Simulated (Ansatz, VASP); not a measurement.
## Two plane-wave programs on MgO

```
CELL_PARAMETERS angstrom
2.29221 0.00000 0.00000
0.00000 2.29221 0.00000
0.00000 0.00000 2.29221
ATOMIC_POSITIONS crystal
Mg 0.00000 0.00000 0.00000
O 0.50000 0.50000 0.50000
```

Change from the starting cell: volume scaled by 0.64, PAW files.

Alike in both runs: task single point; functional PBE; k mesh 15 × 15 × 15; occupations fermi-dirac, width 0.08 eV; no spin polarisation.

|  | VASP | Ansatz |
| --- | --- | --- |
| version | VASP 6.6.1 | Ansatz 0.2.0 |
| potentials or method | VASP PAW PBE potentials, release 64 (Mg, O) | PAW with Ansatz's default frozen-core files, scalar-relativistic |
| plane-wave cutoff (eV) | 520 | 420 |
| valence electrons in the cell | 8 | 16 |

```csv
,VASP,Ansatz,Ansatz less VASP
gap on the k mesh at the Fermi level (eV),6.69,6.70,+0.011
pressure (GPa),154.5,154.1,-0.38
```

Both programs put the cell under a high pressure, so it lies far from rest at this level. With one functional, cell and mesh, what is left measures potentials, basis and numerics. VASP's potentials hold 8 valence electrons a cell and Ansatz's 16, so a difference there can come from the potentials and not from the codes.

Noted on VASP's run: the cell as given lies far from equilibrium.
